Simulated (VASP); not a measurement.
Crystal: Te2I3.

```
Te I
1.0
     5.09570    0.00000    0.00000
     0.00000    5.09570    0.00000
     0.00000    0.00000    8.47182
Te I
2 3
Direct
  0.50000 0.00000 0.97915
  0.00000 0.50000 0.97915
  0.50000 0.00000 0.58914
  0.00000 0.50000 0.58914
  0.50000 0.50000 0.27915
```

The cell was generated, and may not be a known phase.

```yaml
Program: VASP 6.6.1
Task: relaxation of cell and atoms
Functional: PBE
Potentials_or_basis: VASP PAW PBE potentials, release 64 (Te, I)
Cutoff: 600 eV
k_mesh: 4 × 4 × 2
Occupations: gaussian, width 0.1 eV
Spin: no spin polarisation
```

At the start: pressure -3.0 GPa; volume 44.00 Å³/atom.

**Question.** Where does the relaxation end?

**Answer.** Over 18 steps the energy falls by 263.4 meV/atom and the volume is 44.36 Å³/atom (+0.8 %); space group P4mm (No. 99, to 0.1 Å) before and after.

The path:
```csv
step,energy change (eV),largest force (eV/Å),pressure (GPa),volume (Å³)
1,0.0000,0.8887,-2.97,219.98
2,-0.4327,0.8772,-0.56,195.03
3,-0.4725,0.8130,0.89,186.34
4,-0.6231,0.7574,1.12,186.59
5,-0.9238,0.2763,2.98,187.23
6,-1.0220,0.1573,2.72,191.39
7,-1.1806,0.7508,2.44,204.24
8,-1.2720,0.3232,0.98,213.09
9,-1.2911,0.1688,-0.07,221.08
10,-1.2915,0.1598,0.03,220.12
11,-1.2999,0.1425,0.03,221.30
12,-1.3045,0.2360,0.03,223.03
13,-1.3083,0.1512,-0.11,223.68
14,-1.3106,0.0961,-0.32,224.75
15,-1.3137,0.0651,-0.26,224.02
16,-1.3159,0.0766,-0.06,222.38
17,-1.3160,0.0662,-0.09,222.64
18,-1.3172,0.0107,-0.09,221.79
```

Final structure:
```
Te I
1.0
     5.08545    0.00000    0.00000
     0.00000    5.08545    0.00000
     0.00000    0.00000    8.57599
Te I
2 3
Direct
  0.50000 0.00000 0.94561
  0.00000 0.50000 0.94561
  0.50000 0.00000 0.63336
  0.00000 0.50000 0.63336
  0.50000 0.50000 0.25779
```

Caveat: the k points lie up to 0.37 Å⁻¹ apart in the final cell, too coarse for converged energies and pressures of a metal; this functional lacks dispersion, which binds layers or chains, so the pressure and a relaxed spacing across them are unreliable; an odd number of electrons without spin polarisation forces a metal; a magnetic or distorted state may lie lower.
